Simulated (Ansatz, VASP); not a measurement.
**Two plane-wave programs on BF**

```xyz
2
Lattice="0.0000 2.4971 2.4971 2.4971 0.0000 2.4971 2.4971 2.4971 0.0000" Properties=species:S:1:pos:R:3 pbc="T T T"
B     0.0000    0.0000    0.0000
F     3.7456    3.7456    3.7456
```

Change from the starting cell: species swapped into the ZnO type (F-43m, No. 216).

Alike in both runs: functional PBE; k mesh 8 × 8 × 8; occupations gaussian, width 0.2 eV; no spin polarisation.

Ansatz relaxed the structure, and its values are those at the end. VASP's run is a single point on that final structure, the one shown.

```csv
,VASP,Ansatz
version,VASP 6.6.1,Ansatz 0.2.0
potentials or method,"VASP PAW PBE potentials, release 64 (B, F), cutoff 600 eV","scalar-relativistic, plane waves, PAW"
valence electrons in the cell,10,10
```

```tsv
	VASP	Ansatz	Ansatz less VASP
gap on the k mesh at the Fermi level (eV)	1.24	1.25	+0.005
least direct gap on the mesh (eV)	1.31	1.32	+0.004
pressure (GPa)	0.0	0.2	+0.26
```

With one functional, cell and mesh, what is left measures potentials, basis and numerics.
